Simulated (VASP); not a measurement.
TeAs, 2 atoms in the cell. The structure is cubic, space group Fm-3m (No. 225). The conventional cell has a = 5.935 Å, b = 5.935 Å, c = 5.935 Å, α = 90.00°, β = 90.00°, γ = 90.00°. Within 3.9 Å of Te (site symmetry m-3m) lie 6 As at 2.97 Å. Within 3.9 Å of As (site symmetry m-3m) lie 6 Te at 2.97 Å. 

```yaml
Program: VASP 6.6.1
Task: single point
Functional: PBEsol
Potentials_or_basis: VASP PAW PBE potentials, release 64 (Te, As)
Cutoff: 500 eV
k_mesh: 8 × 8 × 8
Occupations: methfessel-paxton, width 0.05 eV
Spin: no spin polarisation
Dipole_correction: no
Further_INCAR_settings: ALGO = Normal; EDIFF = 1e-06; NBANDS = 12
```

Potentials or basis: VASP PAW PBE potentials, release 64 (Te, As).

Launch:

```bash
$ cat potpaw_PBE.64/Te/POTCAR potpaw_PBE.64/As/POTCAR > POTCAR
$ mpirun -np 1 vasp_std > vasp.out
```

Hardware: 1 thread of AMD EPYC 9R45 96-Core Processor (Zen 5), with other jobs on the host.

Question: How long does it take, and how much memory?

Answer: Run time: 8.6 s on 1 thread of AMD EPYC 9R45 96-Core Processor (Zen 5), with other jobs on the host, peak memory 0.15 GiB. Counts: scf iterations 10, k points 29.
